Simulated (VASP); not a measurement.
# MgPd (Pm-3m) in VASP: single point with LDA

Aim: the single point of MgPd with LDA.

Everything below comes from runs of VASP 6.6.1. Logs are shortened: lines on timing, memory, paths and dates and some standing lists are left out, and cuts for length are marked.

### Step 1. The cell of the first run

The structure is cubic, space group Pm-3m (No. 221). The conventional cell has a = 3.160 Å, b = 3.160 Å, c = 3.160 Å, α = 90.00°, β = 90.00°, γ = 90.00°. Mg (site symmetry m-3m) has 8 Pd at 2.74 Å and 6 Mg at 3.16 Å within 3.6 Å. Pd (site symmetry m-3m) has 8 Mg at 2.74 Å and 6 Pd at 3.16 Å within 3.6 Å.

### Step 2. Single point, LDA

Contents of INCAR:

```
PREC = Accurate ; ENCUT = 600
EDIFF = 1E-6 ; ISMEAR = -1
SIGMA = 0.15 ; LREAL = F
LASPH = T ; NELM = 120
ALGO = Normal ; ISIF = 2
LWAVE = F ; LCHARG = F
GGA = CA ; NBANDS = 13
GGA_COMPAT = F
```

Contents of KPOINTS:

```
Automatic mesh
0
Gamma
  9 9 9
```

Contents of POSCAR:

```
MgPd
1.0
    3.1600000000      0.0000000000      0.0000000000
    0.0000000000      3.1600000000      0.0000000000
    0.0000000000      0.0000000000      3.1600000000
Mg Pd
1 1
Direct
    0.0000000000      0.0000000000      0.0000000000
    0.5000000000      0.5000000000      0.5000000000
```

Potentials or basis: VASP PAW LDA potentials, release 64 (Mg, Pd).

On the command line:

```bash
cat potpaw_LDA.64/Mg/POTCAR potpaw_LDA.64/Pd/POTCAR > POTCAR
mpirun -np 1 vasp_std > vasp.out
```

OUTCAR:

```text
PREC = Accurate
   ENCUT = 600
   EDIFF = 1E-6
   ISMEAR = -1
   LREAL = F
   LASPH = T
   NELM = 120
   ISIF = 2
   GGA = CA

 ion  position               nearest neighbor table
   1  0.000  0.000  0.000-   2 2.74   2 2.74   2 2.74   2 2.74   2 2.74   2 2.74   2 2.74   2 2.74

   2  0.500  0.500  0.500-   1 2.74   1 2.74   1 2.74   1 2.74   1 2.74   1 2.74   1 2.74   1 2.74

  LATTYP: Found a simple cubic cell.
 ALAT       =     3.1600000000

  Lattice vectors:

 A1 = (   3.1600000000,   0.0000000000,   0.0000000000)
 A2 = (   0.0000000000,   3.1600000000,   0.0000000000)
 A3 = (   0.0000000000,   0.0000000000,   3.1600000000)

Analysis of symmetry for initial positions (statically):
=====================================================================
 Subroutine PRICEL returns:
 Original cell was already a primitive cell.

 Routine SETGRP: Setting up the symmetry group for a
 simple cubic supercell.

 Subroutine GETGRP returns: Found 48 space group operations
 (whereof 48 operations were pure point group operations)
 out of a pool of 48 trial point group operations.

The static configuration has the point symmetry O_h .

Analysis of symmetry for dynamics (positions and initial velocities):
=====================================================================
 Subroutine PRICEL returns:
 Original cell was already a primitive cell.

 Routine SETGRP: Setting up the symmetry group for a
 simple cubic supercell.

 Subroutine GETGRP returns: Found 48 space group operations
 (whereof 48 operations were pure point group operations)
 out of a pool of 48 trial point group operations.

The dynamic configuration has the point symmetry O_h .

 Subroutine INISYM returns: Found 48 space group operations
 (whereof 48 operations are pure point group operations),
 and found     1 'primitive' translations

----------------------------------------------------------------------------------------

                                     Primitive cell

  volume of cell :      31.5545

  direct lattice vectors                    reciprocal lattice vectors
     3.160000000  0.000000000  0.000000000     0.316455696  0.000000000  0.000000000
     0.000000000  3.160000000  0.000000000     0.000000000  0.316455696  0.000000000
     0.000000000  0.000000000  3.160000000     0.000000000  0.000000000  0.316455696

  length of vectors
     3.160000000  3.160000000  3.160000000     0.316455696  0.316455696  0.316455696

  position of ions in fractional coordinates (direct lattice)
     0.000000000  0.000000000  0.000000000
     0.500000000  0.500000000  0.500000000

  ion indices of the primitive-cell ions
   primitive index   ion index
                 1           1
                 2           2

----------------------------------------------------------------------------------------

 KPOINTS: Automatic mesh

Automatic generation of k-mesh.
 Grid dimensions read from file:
 generate k-points for:    9    9    9

 Generating k-lattice:

  Cartesian coordinates                     Fractional coordinates (reciprocal lattice)
     0.035161744  0.000000000  0.000000000     0.111111111  0.000000000  0.000000000
     0.000000000  0.035161744  0.000000000     0.000000000  0.111111111  0.000000000
     0.000000000  0.000000000  0.035161744     0.000000000  0.000000000  0.111111111

  Length of vectors
     0.035161744  0.035161744  0.035161744

  Shift w.r.t. Gamma in fractional coordinates (k-lattice)
     0.000000000  0.000000000  0.000000000

 Subroutine IBZKPT returns following result:
 ===========================================

 Found     35 irreducible k-points:

 Following reciprocal coordinates:
            Coordinates               Weight
  0.000000  0.000000  0.000000      1.000000
  0.111111  0.000000  0.000000      6.000000
  0.222222  0.000000  0.000000      6.000000
  0.333333  0.000000  0.000000      6.000000
  0.444444  0.000000  0.000000      6.000000
  0.111111  0.111111  0.000000     12.000000
[... 16 lines left out ...]
  0.333333  0.333333  0.111111     24.000000
  0.444444  0.333333  0.111111     48.000000
 [... further k-points ...]
   k-points           NKPTS =     35   k-points in BZ     NKDIM =     35   number of bands    NBANDS=     13
   number of dos      NEDOS =    301   number of ions     NIONS =      2
   total plane-waves  NPLWV =  21952
   dimension x,y,z NGX =    28 NGY =   28 NGZ =   28
   dimension x,y,z NGXF=    56 NGYF=   56 NGZF=   56
   ions per type =               1   1
   NGX,Y,Z   is equivalent  to a cutoff of  14.73, 14.73, 14.73 a.u.
   NGXF,Y,Z  is equivalent  to a cutoff of  29.46, 29.46, 29.46 a.u.
 SYSTEM =  unknown system
   PREC   = accura    normal or accurate (medium, high low for compatibility)
   ISTART =      0    job   : 0-new  1-cont  2-samecut
   ICHARG =      2    charge: 1-file 2-atom 10-const
   ISPIN  =      1    spin polarized calculation?
   LNONCOLLINEAR =      F non collinear calculations
   LSORBIT =      F    spin-orbit coupling
   LASPH  =      T    aspherical Exc in radial PAW
   ENCUT  =  600.0 eV  44.10 Ry    6.64 a.u.   6.31  6.31  6.31*2*pi/ulx,y,z
   NELM   =    120;   NELMIN=  2; NELMDL= -5     # of ELM steps
   EDIFF  = 0.1E-05   stopping-criterion for ELM
   LREAL  =      F    real-space projection
   EDIFFG = 0.1E-04   stopping-criterion for IOM
   NSW    =      0    number of steps for IOM
   IBRION =     -1    ionic relax: 0-MD 1-quasi-New 2-CG
   NFREE  =      0    steps in history (QN), initial steepest desc. (CG)
   ISIF   =      2    stress and relaxation
   ISYM   =      2    0-nonsym 1-usesym 2-fastsym
   POTIM  = 0.5000    time-step for ionic-motion
   TEBEG  =    0.0;   TEEND  =   0.0 temperature during run
   PSTRESS=    0.0 pullay stress
   NELECT =      12.0000    total number of electrons
   NUPDOWN=      -1.0000    fix difference up-down
   EMIN   =  10.00;   EMAX   =-10.00  energy-range for DOS
   EFERMI =   0.00;   METHOD = LEGACY
   ISMEAR =    -1;   SIGMA  =   0.15  broadening in eV -4-tet -1-fermi 0-gaus
   EFERMI_NEDOS =   21; number of points for ismear=-14 and -15
   IALGO  =     38    algorithm
   IMIX   =      4    mixing-type and parameters
     AMIX     =   0.40;   BMIX     =  1.00
     AMIX_MAG =   1.60;   BMIX_MAG =  1.00
  volume/ion in A,a.u.               =      15.78       106.47
  Fermi-wavevector in a.u.,A,eV,Ry     =   1.186082  2.241371 19.140557  1.406791
  Thomas-Fermi vector in A             =   2.322263
   LORBIT       =      0    0 simple, 1 ext, 2 COOP (PROOUT), +10 PAW based schemes
   GGA     = CA    functional components
   LHFCALC =     F    Hartree Fock is set to
   AEXX    =    0.0000 exact exchange contribution
   IVDW    =     0    specifies the selected vdW correction
   LEPSILON=     F    determine dielectric tensor
   LRPA    =     F    only Hartree local field effects (RPA)
 non-spin polarized calculation
  energy-cutoff  :      600.00
  volume of cell :       31.55
 maximum number of plane-waves:      1064
 NGX is ok and might be reduce to    28
   NGX = 13   NGY = 13   NGZ = 13

 number of electron      11.9999998 magnetization

 Free energy of the ion-electron system (eV)
  ---------------------------------------------------
  ext. energy  EPLUGINS =         0.00000000
  ---------------------------------------------------
  free energy    TOTEN  =        -9.87308517 eV

  energy without entropy =       -9.81263956  energy(sigma->0) =       -9.84286236

 E-fermi :   6.6375     XC(G=0): -11.5109

 val. band max:        6.5799091081   @ k =   0.4444   0.1111   0.1111
 cond. band min:       6.6582310168   @ k =   0.4444   0.2222   0.0000
 fundamental gap:      0.0783219087
 Fermi energy:         6.6374959840

 k-point     1 :       0.0000    0.0000    0.0000
  band No.  band energies     occupation
      1      -1.0683      2.00000
      2       2.5218      2.00000
      3       2.5218      2.00000
      4       4.5153      2.00000
      5       4.5153      2.00000
      6       4.5153      2.00000
      7      13.5435      0.00000
      8      13.5435      0.00000
      9      13.5435      0.00000
     10      16.4499      0.00000
     11      16.4499      0.00000
     12      20.8258      0.00000
     13      26.0556      0.00000

 k-point     2 :       0.1111    0.0000    0.0000
  band No.  band energies     occupation
      1      -0.8644      2.00000
      2       2.5618      2.00000
      3       2.6074      2.00000
      4       4.4137      2.00000
      5       4.4137      2.00000
      6       4.5270      2.00000
      7      12.0597      0.00000
      8      13.8223      0.00000
      9      13.8223      0.00000
     10      16.2987      0.00000
     11      17.5530      0.00000
     12      21.5831      0.00000
     13      24.9467      0.00000

 k-point     3 :       0.2222    0.0000    0.0000
  band No.  band energies     occupation
      1      -0.2792      2.00000
      2       2.6656      2.00000
      3       2.8264      2.00000
      4       4.1722      2.00000
      5       4.1722      2.00000
      6       4.5568      2.00000
      7       9.8071      0.00000
      8      14.5835      0.00000
      9      14.5835      0.00000
     10      15.9102      0.00000
     11      18.6637      0.00000
     12      23.0897      0.00000
     13      23.0897      0.00000
[... 305 lines left out ...]
 k-point    23 :       0.3333    0.3333    0.1111
  band No.  band energies     occupation
      1       1.8197      2.00000
      2       2.7988      2.00000
      3       3.6444      2.00000
      4       3.7102      2.00000
      5       4.1514      2.00000
      6       4.4466      2.00000
      7       8.5220      0.00001
      8      10.6723      0.00000
      9      14.4235      0.00000
     10      15.9530      0.00000
     11      19.8410      0.00000
     12      20.0231      0.00000
     13      21.2770      0.00000

 k-point    24 :       0.4444    0.3333    0.1111
  band No.  band energies     occupation
      1       1.9995      2.00000
      2       2.8300      2.00000
      3       3.5526      2.00000
      4       3.7149      2.00000
      5       4.2913      2.00000
      6       5.5116      1.99890
      7       7.1151      0.07955
      8      11.0582      0.00000
      9      13.1045      0.00000
     10      16.9460      0.00000
     11      18.3785      0.00000
     12      20.4203      0.00000
     13      22.1322      0.00000

 [... further k-points ...]

------------------------ aborting loop because EDIFF is reached ----------------------------------------

  FORCE on cell =-STRESS in cart. coord.  units (eV):
  Direction    XX          YY          ZZ          XY          YZ          ZX
  --------------------------------------------------------------------------------------
  -------------------------------------------------------------------------------------
  Total       -1.1353859     -1.1353859     -1.1353859     -0.0000000     -0.0000000      0.0000000
  in kB      -57.6491380    -57.6491380    -57.6491380     -0.0000000     -0.0000000      0.0000000
  external PRESSURE =     -57.6491380 kB  Pullay stress =       0.0000000 kB

 VOLUME and BASIS-vectors are now :
 -----------------------------------------------------------------------------
  energy-cutoff  :      600.00
  volume of cell :       31.55
      direct lattice vectors                 reciprocal lattice vectors
     3.160000000  0.000000000  0.000000000     0.316455696  0.000000000  0.000000000
     0.000000000  3.160000000  0.000000000     0.000000000  0.316455696  0.000000000
     0.000000000  0.000000000  3.160000000     0.000000000  0.000000000  0.316455696

 POSITION                                       TOTAL-FORCE (eV/Angst)
 -----------------------------------------------------------------------------------
      0.00000      0.00000      0.00000         0.000000      0.000000      0.000000
      1.58000      1.58000      1.58000         0.000000      0.000000      0.000000
 -----------------------------------------------------------------------------------
    total drift:                                0.000000      0.000000      0.000000

  FREE ENERGIE OF THE ION-ELECTRON SYSTEM (eV)
  ---------------------------------------------------
  free  energy   TOTEN  =        -9.8730851708 eV

  energy  without entropy=       -9.8126395589  energy(sigma->0) =       -9.84286236
```

Wall time 23 s (1 thread of Intel Xeon 8259CL, shared host); peak memory 0.15 GiB.

Results:

* Free energy: -9.8731 eV
* Pressure: -5.8 GPa
* Band gap on the k mesh: zero (band 6 reaches 8.90 eV, above the bottom of band 7 at 6.46 eV)
